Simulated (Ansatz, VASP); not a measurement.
## Two plane-wave programs on Ir

```
Ir
1.0
     0.00000    2.67314    2.67314
     2.67314    0.00000    2.67314
     2.67314    2.67314    0.00000
Ir
2
Direct
  0.12500 0.12500 0.12500
  0.87500 0.87500 0.87500
```

Alike in both runs: task relaxation of cell and atoms; functional PBEsol; k mesh 10 × 10 × 10; occupations fermi-dirac, width 0.1 eV; no spin polarisation.

|  | VASP | Ansatz |
| --- | --- | --- |
| version | VASP 6.6.1 | Ansatz 0.2.0 |
| potentials or method | VASP PAW PBE potentials, release 64 (Ir), cutoff 600 eV | plane waves (420 eV) with PAW, scalar-relativistic |
| valence electrons in the cell | 18 | 34 |

```csv
,VASP,Ansatz,Ansatz less VASP
relaxed volume (Å³/atom),20.86,20.89,+0.036
relaxed cell length with the largest relative difference (Å),3.893,3.895,+0.0022
```

VASP's potentials were made for PBE, not for PBEsol, and Ansatz warns of the same on its side. VASP's potentials hold 18 valence electrons a cell and Ansatz's 34, so a difference there can come from the potentials and not from the codes.

Neither program's run includes spin-orbit coupling.
